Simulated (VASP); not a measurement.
# BiN (Cmmm) in VASP: single point with PBE

Aim: the single point of BiN with PBE.

All numbers are computed with VASP 6.6.1; they aren't measurements. Logs are shortened: lines on timing, memory, paths and dates and some standing lists are left out, and cuts for length are marked.

## (1) The cell of the first run

It takes space group Cmmm (No. 65, orthorhombic). Conventional cell: a = 4.602 Å, b = 4.960 Å, c = 3.550 Å, α = 90.00°, β = 90.00°, γ = 90.00°. Bi (site symmetry mmm) has 4 N at 2.30 to 2.48 Å within 3.0 Å. Within 3.0 Å of N (site symmetry mmm) lie 4 Bi at 2.30 to 2.48 Å.

The cell was built from a structure type or drawn by symmetry, and may not be a known phase.

## (2) Single point, PBE

INCAR

```
SYSTEM = BiN
ALGO = Normal ; EDIFF = 1E-6
ENCUT = 600 ; GGA = PE
GGA_COMPAT = .FALSE. ; ISIF = 2
ISMEAR = 0 ; LASPH = .TRUE.
LCHARG = .TRUE. ; LELF = .TRUE.
LREAL = .FALSE. ; LVHAR = .TRUE.
LWAVE = .FALSE. ; NBANDS = 17
NELM = 120 ; PREC = Accurate
SIGMA = 0.15
```

KPOINTS

```
k-points
0
G
  4 4 5
  0 0 0
```

POSCAR

```
BiN
1.0
    2.3009002820     -2.4802412553      0.0000000000
    2.3009002820      2.4802412553      0.0000000000
    0.0000000000      0.0000000000      3.5497496342
Bi N
1 1
Direct
    0.5000000000      0.5000000000      0.0000000000
    0.0000000000      0.0000000000      0.0000000000
```

Potentials or basis: VASP PAW PBE potentials, release 64 (Bi_d, N).

Run with:

```bash
> cat potpaw_PBE.64/Bi_d/POTCAR potpaw_PBE.64/N/POTCAR > POTCAR
> mpirun -np 1 vasp_std > vasp.out
```

OUTCAR:

```text
SYSTEM = BiN
   EDIFF = 1E-6
   ENCUT = 600
   GGA = PE
   ISIF = 2
   ISMEAR = 0
   LASPH = .TRUE.
   LREAL = .FALSE.
   NELM = 120
   PREC = Accurate

 ion  position               nearest neighbor table
   1  0.500  0.500  0.000-   2 2.30   2 2.30   2 2.48   2 2.48
   2  0.000  0.000  0.000-   1 2.30   1 2.30   1 2.48   1 2.48

  LATTYP: Found a base centered orthorhombic cell.
 ALAT       =     4.6018005640
 B/A-ratio  =     1.0779438269
 C/A-ratio  =     0.7713827631

  Lattice vectors:

 A1 = (   2.3009002820,  -2.4802412553,   0.0000000000)
 A2 = (   2.3009002820,   2.4802412553,   0.0000000000)
 A3 = (   0.0000000000,   0.0000000000,   3.5497496342)

Analysis of symmetry for initial positions (statically):
=====================================================================
 Subroutine PRICEL returns:
 Original cell was already a primitive cell.

 Routine SETGRP: Setting up the symmetry group for a
 base centered orthorhombic supercell.

 Subroutine GETGRP returns: Found  8 space group operations
 (whereof  8 operations were pure point group operations)
 out of a pool of  8 trial point group operations.

The static configuration has the point symmetry D_2h.

Analysis of symmetry for dynamics (positions and initial velocities):
=====================================================================
 Subroutine PRICEL returns:
 Original cell was already a primitive cell.

 Routine SETGRP: Setting up the symmetry group for a
 base centered orthorhombic supercell.

 Subroutine GETGRP returns: Found  8 space group operations
 (whereof  8 operations were pure point group operations)
 out of a pool of  8 trial point group operations.

The dynamic configuration has the point symmetry D_2h.

 Subroutine INISYM returns: Found  8 space group operations
 (whereof  8 operations are pure point group operations),
 and found     1 'primitive' translations

----------------------------------------------------------------------------------------

                                     Primitive cell

  volume of cell :      40.5153

  direct lattice vectors                    reciprocal lattice vectors
     2.300900282 -2.480241255  0.000000000     0.217306245 -0.201593292  0.000000000
     2.300900282  2.480241255  0.000000000     0.217306245  0.201593292  0.000000000
     0.000000000  0.000000000  3.549749634     0.000000000  0.000000000  0.281710009

  length of vectors
     3.383155153  3.383155153  3.549749634     0.296415012  0.296415012  0.281710009

  position of ions in fractional coordinates (direct lattice)
     0.500000000  0.500000000  0.000000000
     0.000000000  0.000000000  0.000000000

  ion indices of the primitive-cell ions
   primitive index   ion index
                 1           1
                 2           2

----------------------------------------------------------------------------------------

 KPOINTS: k-points

Automatic generation of k-mesh.
 Grid dimensions read from file:
 generate k-points for:    4    4    5

 Generating k-lattice:

  Cartesian coordinates                     Fractional coordinates (reciprocal lattice)
     0.054326561 -0.050398323  0.000000000     0.250000000  0.000000000  0.000000000
     0.054326561  0.050398323  0.000000000     0.000000000  0.250000000  0.000000000
     0.000000000  0.000000000  0.056342002     0.000000000  0.000000000  0.200000000

  Length of vectors
     0.074103753  0.074103753  0.056342002

  Shift w.r.t. Gamma in fractional coordinates (k-lattice)
     0.000000000  0.000000000  0.000000000

 Subroutine IBZKPT returns following result:
 ===========================================

 Found     21 irreducible k-points:

 Following reciprocal coordinates:
            Coordinates               Weight
  0.000000  0.000000  0.000000      1.000000
  0.250000  0.000000  0.000000      4.000000
  0.500000  0.000000  0.000000      2.000000
  0.250000  0.250000  0.000000      2.000000
  0.500000  0.250000  0.000000      4.000000
 -0.250000  0.250000  0.000000      2.000000
[... 13 lines left out ...]
 -0.250000  0.250000  0.400000      4.000000
  0.500000  0.500000  0.400000      2.000000
   k-points           NKPTS =     21   k-points in BZ     NKDIM =     21   number of bands    NBANDS=     17
   number of dos      NEDOS =    301   number of ions     NIONS =      2
   total plane-waves  NPLWV =  21952
   dimension x,y,z NGX =    28 NGY =   28 NGZ =   28
   dimension x,y,z NGXF=    56 NGYF=   56 NGZF=   56
   ions per type =               1   1
   NGX,Y,Z   is equivalent  to a cutoff of  13.76, 13.76, 13.11 a.u.
   NGXF,Y,Z  is equivalent  to a cutoff of  27.52, 27.52, 26.23 a.u.
 SYSTEM =  BiN
   PREC   = accura    normal or accurate (medium, high low for compatibility)
   ISTART =      0    job   : 0-new  1-cont  2-samecut
   ICHARG =      2    charge: 1-file 2-atom 10-const
   ISPIN  =      1    spin polarized calculation?
   LNONCOLLINEAR =      F non collinear calculations
   LSORBIT =      F    spin-orbit coupling
   LASPH  =      T    aspherical Exc in radial PAW
   ENCUT  =  600.0 eV  44.10 Ry    6.64 a.u.   6.76  6.76  7.09*2*pi/ulx,y,z
   NELM   =    120;   NELMIN=  2; NELMDL= -5     # of ELM steps
   EDIFF  = 0.1E-05   stopping-criterion for ELM
   LREAL  =      F    real-space projection
   EDIFFG = 0.1E-04   stopping-criterion for IOM
   NSW    =      0    number of steps for IOM
   IBRION =     -1    ionic relax: 0-MD 1-quasi-New 2-CG
   NFREE  =      0    steps in history (QN), initial steepest desc. (CG)
   ISIF   =      2    stress and relaxation
   ISYM   =      2    0-nonsym 1-usesym 2-fastsym
   POTIM  = 0.5000    time-step for ionic-motion
   TEBEG  =    0.0;   TEEND  =   0.0 temperature during run
   PSTRESS=    0.0 pullay stress
   NELECT =      20.0000    total number of electrons
   NUPDOWN=      -1.0000    fix difference up-down
   EMIN   =  10.00;   EMAX   =-10.00  energy-range for DOS
   EFERMI =   0.00;   METHOD = LEGACY
   ISMEAR =     0;   SIGMA  =   0.15  broadening in eV -4-tet -1-fermi 0-gaus
   EFERMI_NEDOS =   21; number of points for ismear=-14 and -15
   IALGO  =     38    algorithm
   IMIX   =      4    mixing-type and parameters
     AMIX     =   0.40;   BMIX     =  1.00
     AMIX_MAG =   1.60;   BMIX_MAG =  1.00
  volume/ion in A,a.u.               =      20.26       136.71
  Fermi-wavevector in a.u.,A,eV,Ry     =   1.293833  2.444991 22.776218  1.674005
  Thomas-Fermi vector in A             =   2.425454
   LORBIT       =      0    0 simple, 1 ext, 2 COOP (PROOUT), +10 PAW based schemes
   GGA     = PE    functional components
   LHFCALC =     F    Hartree Fock is set to
   AEXX    =    0.0000 exact exchange contribution
   IVDW    =     0    specifies the selected vdW correction
   LEPSILON=     F    determine dielectric tensor
   LRPA    =     F    only Hartree local field effects (RPA)
 non-spin polarized calculation
 Gauss-broadening in eV      SIGMA  =   0.15
  energy-cutoff  :      600.00
  volume of cell :       40.52
 maximum number of plane-waves:      1364
   NGX = 13   NGY = 13   NGZ = 15

 number of electron      20.0000002 magnetization

 Free energy of the ion-electron system (eV)
  ---------------------------------------------------
  ext. energy  EPLUGINS =         0.00000000
  ---------------------------------------------------
  free energy    TOTEN  =       -10.02728368 eV

  energy without entropy =      -10.02008715  energy(sigma->0) =      -10.02368542

 E-fermi :   6.2750     XC(G=0): -10.1252

 val. band max:        6.0526329665   @ k =   0.2500   0.2500   0.4000
 cond. band min:       6.3092638993   @ k =   0.5000   0.0000   0.2000
 fundamental gap:      0.2566309328
 Fermi energy:         6.2750446730

 k-point     1 :       0.0000    0.0000    0.0000
  band No.  band energies     occupation
      1     -16.7867      2.00000
      2     -16.6934      2.00000
      3     -16.5435      2.00000
      4     -16.4975      2.00000
      5     -16.4601      2.00000
      6      -9.5027      2.00000
[... 9 lines left out ...]
     16      19.7390      0.00000
     17      21.9315      0.00000

 k-point     2 :       0.2500    0.0000    0.0000
  band No.  band energies     occupation
      1     -16.7509      2.00000
      2     -16.6078      2.00000
      3     -16.5635      2.00000
      4     -16.5074      2.00000
      5     -16.5060      2.00000
      6      -8.8339      2.00000
[... 9 lines left out ...]
     16      18.5978      0.00000
     17      20.6852      0.00000

 k-point     3 :       0.5000    0.0000    0.0000
  band No.  band energies     occupation
      1     -16.7304      2.00000
      2     -16.5896      2.00000
      3     -16.5584      2.00000
      4     -16.5080      2.00000
      5     -16.5033      2.00000
      6      -7.5018      2.00000
[... 9 lines left out ...]
     16      19.2879      0.00000
     17      20.9486      0.00000

 k-point     4 :       0.2500    0.2500    0.0000
  band No.  band energies     occupation
      1     -16.6901      2.00000
      2     -16.5715      2.00000
      3     -16.5707      2.00000
      4     -16.5495      2.00000
      5     -16.5251      2.00000
      6      -8.0363      2.00000
[... 9 lines left out ...]
     16      19.1217      0.00000
     17      19.1479      0.00000
[... 283 lines left out ...]
      1     -16.6525      2.00000
      2     -16.6269      2.00000
      3     -16.5637      2.00000
      4     -16.5630      2.00000
      5     -16.4427      2.00000
      6      -6.7513      2.00000
[... 9 lines left out ...]
     16      19.0677      0.00000
     17      23.2267      0.00000

 k-point    20 :      -0.2500    0.2500    0.4000
  band No.  band energies     occupation
      1     -16.6136      2.00000
      2     -16.6059      2.00000
      3     -16.5666      2.00000
      4     -16.5535      2.00000
      5     -16.5423      2.00000
      6      -7.8713      2.00000
[... 9 lines left out ...]
     16      19.2239      0.00000
     17      20.8209      0.00000

 k-point    21 :       0.5000    0.5000    0.4000
  band No.  band energies     occupation
      1     -16.7480      2.00000
      2     -16.6358      2.00000
      3     -16.5800      2.00000
      4     -16.5033      2.00000
      5     -16.3861      2.00000
      6      -6.0610      2.00000
[... 9 lines left out ...]
     16      18.7529      0.00000
     17      25.5048      0.00000

------------------------ aborting loop because EDIFF is reached ----------------------------------------

  FORCE on cell =-STRESS in cart. coord.  units (eV):
  Direction    XX          YY          ZZ          XY          YZ          ZX
  --------------------------------------------------------------------------------------
  -------------------------------------------------------------------------------------
  Total        0.2319839     -0.0108588      0.1588937      0.0000000      0.0000000      0.0000000
  in kB        9.1737933     -0.4294089      6.2834444      0.0000000      0.0000000      0.0000000
  external PRESSURE =       5.0092763 kB  Pullay stress =       0.0000000 kB

 VOLUME and BASIS-vectors are now :
 -----------------------------------------------------------------------------
  energy-cutoff  :      600.00
  volume of cell :       40.52
      direct lattice vectors                 reciprocal lattice vectors
     2.300900282 -2.480241255  0.000000000     0.217306245 -0.201593292  0.000000000
     2.300900282  2.480241255  0.000000000     0.217306245  0.201593292  0.000000000
     0.000000000  0.000000000  3.549749634     0.000000000  0.000000000  0.281710009

 POSITION                                       TOTAL-FORCE (eV/Angst)
 -----------------------------------------------------------------------------------
      2.30090      0.00000      0.00000         0.000000     -0.000000      0.000000
      0.00000      0.00000      0.00000        -0.000000      0.000000      0.000000
 -----------------------------------------------------------------------------------
    total drift:                                0.000000      0.000000     -0.000000

  FREE ENERGIE OF THE ION-ELECTRON SYSTEM (eV)
  ---------------------------------------------------
  free  energy   TOTEN  =       -10.0272836849 eV

  energy  without entropy=      -10.0200871462  energy(sigma->0) =      -10.02368542
```

It took 23 s on 1 thread of Intel Xeon Platinum 8375C at 2.90GHz (Ice Lake), shared host; peak memory 0.16 GiB.

Results:

```yaml
Free_energy: -10.0273 eV
Pressure: 0.5 GPa
Band_gap_on_the_k_mesh: zero (bands 10 and 11 overlap by 1.74 eV)
```

Caveat: the k points lie up to 0.47 Å⁻¹ apart, too coarse for converged energies and pressures of a metal; spin-orbit coupling is left out, which moves the levels of the heavy elements.
